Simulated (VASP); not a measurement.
Input of a VASP 6.6.1 run:

INCAR

```
ALGO = Normal
EDIFF = 1E-6
ENCUT = 520
GGA = PS
ISIF = 2
ISMEAR = 0
LASPH = True
LCHARG = False
LREAL = False
LWAVE = False
NBANDS = 20
NELM = 100
PREC = Accurate
SIGMA = 0.15
```

The input KPOINTS:

```
k-points
0
Gamma
  15 15 8
```

POSCAR

```
Ta2N
1.0
    3.0782595490      0.0000000000      0.0000000000
   -1.5391297745      2.6658509688      0.0000000000
    0.0000000000      0.0000000000      5.1616082426
Ta N
2 1
Direct
    0.6666666667      0.3333333333      0.7463700642
    0.3333333333      0.6666666667      0.2536299358
    0.0000000000      0.0000000000      0.0000000000
```

Potentials or basis: VASP PAW PBE potentials, release 64 (Ta_pv, N).

Command:

```bash
$ cat potpaw_PBE.64/Ta_pv/POTCAR potpaw_PBE.64/N/POTCAR > POTCAR
$ mpirun -np 1 vasp_std > vasp.out
```

(1) Predict the band gap on the k mesh.

(2) What does it give for the largest force?

(3) Estimate the pressure.

## Answers

(1) zero (an odd number of electrons rules out a gap without spin polarisation).

(2) 0.056 eV/Å.

(3) -16.9 GPa.

Caveat: the cell differs from its parent crystal (engineering shear strain xy +0.0000, normal strain along z +0.0700); the cell stands under tension; the PAW data sets were made with another functional, which shifts forces and pressure a little; spin-orbit coupling is left out, which moves the levels of the heavy elements.
